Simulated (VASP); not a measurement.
Al, 2 atoms in the cell. The structure is cubic, space group Fd-3m (No. 227). Conventional cell: a = 4.561 Å, b = 4.561 Å, c = 4.561 Å, α = 90.00°, β = 90.00°, γ = 90.00°. Within 2.6 Å of Al (site symmetry -43m) lie 4 Al at 1.98 Å.  This cell differs from its parent crystal: volume scaled by 0.45.

| Item | Value |
| --- | --- |
| Program | VASP 6.6.1 |
| Task | single point |
| Functional | LDA |
| Potentials or basis | VASP PAW LDA potentials, release 64 (Al) |
| Cutoff | 520 eV |
| k mesh | 12 × 12 × 12 |
| Occupations | fermi-dirac, width 0.08 eV |
| Spin | no spin polarisation |
| Dipole correction | no |
| Further INCAR settings | ALGO = Normal; EDIFF = 1e-07; NBANDS = 10 |

Potentials or basis: VASP PAW LDA potentials, release 64 (Al).

Launch:

```bash
$ cat potpaw_LDA.64/Al/POTCAR > POTCAR
$ mpirun -np 1 vasp_std > vasp.out
```

Hardware: 1 thread of Intel(R) Xeon(R) Platinum 8259CL CPU @ 2.50GHz (Skylake/Cascade Lake), with other jobs on the host.

How long does it take, and how much memory?

Wall time 7 s on 1 thread of Intel(R) Xeon(R) Platinum 8259CL CPU @ 2.50GHz (Skylake/Cascade Lake) (shared host), peak memory 0.13 GiB. Counts: scf iterations 11, k points 72.
